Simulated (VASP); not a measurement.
Here is a VASP 6.6.1 calculation.

INCAR

```
  ALGO = Normal
  EDIFF = 1E-6
  ENCUT = 520
  GGA = PS
  ISIF = 2
  ISMEAR = 0
  LASPH = True
  LCHARG = False
  LREAL = False
  LWAVE = False
  NBANDS = 16
  NELM = 80
  PREC = Accurate
  SIGMA = 0.15
```

File KPOINTS:

```
k-points
0
Gamma
  14 14 14
```

POSCAR

```
InAs
1.0
    0.0000000000      2.8773040000      2.9204635600
    2.8773040000      0.0000000000      2.9204635600
    2.8773040000      2.8773040000      0.0000000000
In As
1 1
Direct
    0.5000000000      0.5000000000      0.5000000000
    0.0000000000      0.0000000000      0.0000000000
```

Potentials or basis: VASP PAW PBE potentials, release 64 (In_d, As).

The run is started by

```sh
$ cat potpaw_PBE.64/In_d/POTCAR potpaw_PBE.64/As/POTCAR > POTCAR
$ mpirun -np 1 vasp_std > vasp.out
```

Q: Predict the pressure.

A: -4.0 GPa.

Q: Estimate the band gap on the k mesh.

A: Zero (bands 9 and 10 overlap by 2.54 eV).

Stress tensor (GPa, compression positive):
```
-3.59  0.00  0.00
 0.00 -3.59  0.00
 0.00  0.00 -4.85
```

Caveat: the cell differs from its parent crystal (strain +0.0150 x Voigt [0, 0, 1, 0, 0, 0]); the cell stands under tension; the PAW data sets were made with another functional, which shifts forces and pressure a little; spin-orbit coupling is left out, which moves the levels of the heavy elements.
